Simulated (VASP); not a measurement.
A run of VASP 6.6.1:

INCAR

```
ALGO = Fast
EDIFF = 1E-6
ENCUT = 520
GGA = PS
ISIF = 2
ISMEAR = -1
LASPH = T
LCHARG = F
LREAL = F
LWAVE = F
NBANDS = 20
NELM = 60
PREC = Accurate
SIGMA = 0.05
```

Contents of KPOINTS:

```
k-points
0
Gamma
  8 9 7
```

Contents of POSCAR:

```
Ga
1.0
    1.4031325000     -4.0334150000      0.0000000000
    1.3628675000      4.0195850000      0.0000000000
   -0.1174474948      0.0005872375      3.3299294416
Ga
2
Direct
    0.1310000000      0.8690000000      0.7500000000
    0.8690000000      0.1310000000      0.2500000000
```

Potentials or basis: VASP PAW PBE potentials, release 64 (Ga_d).

Run with:

```console
$ cat potpaw_PBE.64/Ga_d/POTCAR > POTCAR
$ mpirun -np 1 vasp_std > vasp.out
```

Hardware: 1 thread of AMD EPYC 9R45 96-Core Processor (Zen 5) (shared host).

**Question.** How long does it take, and how much memory?

**Answer.** It took 110 s on 1 thread of AMD EPYC 9R45 96-Core Processor (Zen 5), on a shared host, peak memory 0.25 GiB. Counts: scf iterations 12, k points 253.
